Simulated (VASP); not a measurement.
Cu6O:

```
Cu O
1.0
     0.00000    3.61349    3.61349
     3.61349    0.00000    3.61349
     3.61349    3.61349    0.00000
Cu O
6 1
Cartesian
  1.7691 3.6135 3.6135
  5.4579 3.6135 3.6135
  3.6135 1.7691 3.6135
  3.6135 5.4579 3.6135
  3.6135 3.6135 1.7691
  3.6135 3.6135 5.4579
  0.0000 0.0000 0.0000
```

The cell was built from a structure type or drawn by symmetry, and may not be a known phase.

- Program: VASP 6.6.1
- Task: relaxation of cell and atoms
- Functional: PBE
- Potentials or basis: VASP PAW PBE potentials, release 64 (Cu, O)
- Cutoff: 600 eV
- k mesh: 4 × 4 × 4
- Occupations: gaussian, width 0.1 eV
- Spin: collinear spin
- Starting moments: [1.0, 1.0, 1.0, 1.0, 1.0, 1.0, 0.0] μB

At the start: pressure 20.7 GPa; volume 13.48 Å³/atom.

Q: How do energy, volume and symmetry change on relaxing?

A: Over 5 steps the energy falls by 381.4 meV/atom and the volume is 14.92 Å³/atom (+10.7 %); space group Fm-3m (No. 225, to 0.1 Å) before and after; moment 0.00 μB per cell.

The path:
| step | energy change (eV) | largest force (eV/Å) | pressure (GPa) | volume (Å³) |
| --- | --- | --- | --- | --- |
| 1 | 0.0000 | 5.0798 | 20.72 | 94.36 |
| 2 | -1.9337 | 1.0047 | -7.22 | 120.23 |
| 3 | -2.6023 | 0.3275 | -3.47 | 108.81 |
| 4 | -2.6026 | 0.3778 | -3.19 | 108.50 |
| 5 | -2.6697 | 0.0067 | -0.09 | 104.43 |

Final structure:
```xyz
7
Lattice="0.0000 3.7377 3.7377 3.7377 0.0000 3.7377 3.7377 3.7377 0.0000" Properties=species:S:1:pos:R:3 pbc="T T T"
Cu    2.0010    3.7377    3.7377
Cu    5.4744    3.7377    3.7377
Cu    3.7377    2.0010    3.7377
Cu    3.7377    5.4744    3.7377
Cu    3.7377    3.7377    2.0010
Cu    3.7377    3.7377    5.4744
O     0.0000    0.0000    0.0000
```

Caveat: the k points lie up to 0.36 Å⁻¹ apart in the final cell, too coarse for converged energies and pressures of a metal.
